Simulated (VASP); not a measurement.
Wanted: the native input for a VASP 6.6.1 run.

| Quantity | Value |
| --- | --- |
| Task | single point |
| Functional | LDA |
| Potentials or basis | VASP PAW LDA potentials, release 64 (Al) |
| Cutoff | 520 eV |
| k mesh | 4 × 4 × 1 |
| Occupations | gaussian, width 0.05 eV |
| Spin | no spin polarisation |
| Dipole correction | no |
| Further INCAR settings | ALGO = Normal; EDIFF = 1e-06; NBANDS = 32 |

The structure of Al lies in POSCAR:

```
Al
1.0
    5.7275650000      0.0000000000      0.0000000000
    2.8637820000      4.9602170000      0.0000000000
    0.0000000000      0.0000000000     15.6765370000
Al
13
Direct
    0.1666666208      0.1666667003      0.0637895984
    0.6666667081      0.1666667003      0.0637895984
    0.1666666712      0.6666665995      0.0637895984
    0.6666667585      0.6666665995      0.0637895984
   -0.1718294170      0.3294119995      0.2095378590
    0.3270466124      0.3295569529      0.2100956991
   -0.1720010072      0.8285976198      0.2100289751
    0.3309236662      0.8323071349      0.2089758089
    0.0064126096     -0.0190386832      0.3510702651
    0.5010521077      0.0036058906      0.3584852956
   -0.0080719331      0.4939187136      0.3577323232
    0.4795915988      0.5081350272      0.3512939752
    0.7955726222      0.2945957808      0.4883477135
```

One way to write it, as run:

INCAR

```
PREC = Accurate
ENCUT = 520
EDIFF = 1E-6
ISMEAR = 0
SIGMA = 0.05
LREAL = F
LASPH = T
NELM = 60
ALGO = Normal
ISIF = 2
LWAVE = F
LCHARG = F
NBANDS = 32
```

KPOINTS

```
regular mesh
0
Gamma
  4 4 1
```

Potentials or basis: VASP PAW LDA potentials, release 64 (Al).

Command:

```sh
$ cat potpaw_LDA.64/Al/POTCAR > POTCAR
$ mpirun -np 1 vasp_std > vasp.out
```

It gave:

```yaml
Largest_force: 0.097 eV/Å
```

Wall time 3 min on 1 thread of AMD EPYC 7R13 Processor (Zen 3) (shared host), peak memory 0.41 GiB.
